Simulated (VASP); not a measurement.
Here is a VASP 6.6.1 calculation.

INCAR

```
SYSTEM = PtS2
  ALGO = Normal
  EDIFF = 1E-6
  EDIFFG = -0.005
  ENCUT = 600
  GGA = PS
  IBRION = 2
  ISIF = 3
  ISMEAR = 0
  LASPH = .TRUE.
  LCHARG = .FALSE.
  LREAL = .FALSE.
  LWAVE = .FALSE.
  NELM = 100
  NSW = 100
  PREC = Accurate
  SIGMA = 0.02
```

The input KPOINTS:

```
k-points
0
G
  12 12 8
  0 0 0
```

Contents of POSCAR:

```
PtS2
1.0
    3.5645589212      0.0000000000      0.0000000000
   -1.7822794606      3.0869985791      0.0000000000
    0.0000000000      0.0000000000      4.9679715032
Pt S
1 2
Direct
    0.0000000000      0.0000000000      0.0000000000
    0.3333333333      0.6666666667      0.2420101001
    0.6666666667      0.3333333333      0.7579898999
```

Potentials or basis: VASP PAW PBE potentials, release 64 (Pt, S).

Run with:

```sh
$ cat potpaw_PBE.64/Pt/POTCAR potpaw_PBE.64/S/POTCAR > POTCAR
$ mpirun -np 1 vasp_std > vasp.out
```

Q: Estimate the band gap on the k mesh.

A: 0.32 eV (least direct gap 0.69 eV).

Q: What does it give for the space group after relaxing (to 0.1 Å)?

A: P-3m1 (No. 164).

Q: What does it give for the relaxed cell?

A: a = 3.568 Å, b = 3.568 Å, c = 4.806 Å, α = 90.00°, β = 90.00°, γ = 120.00°.

Forces on the atoms (eV/Å):
```
Pt   0.000  0.000  0.000
S    0.000  0.000  0.004
S    0.000  0.000 -0.004
```

Caveat: the PAW data sets were made with another functional, which shifts forces and pressure a little; spin-orbit coupling is left out, which moves the levels of the heavy elements. A k mesh can miss the band edges.
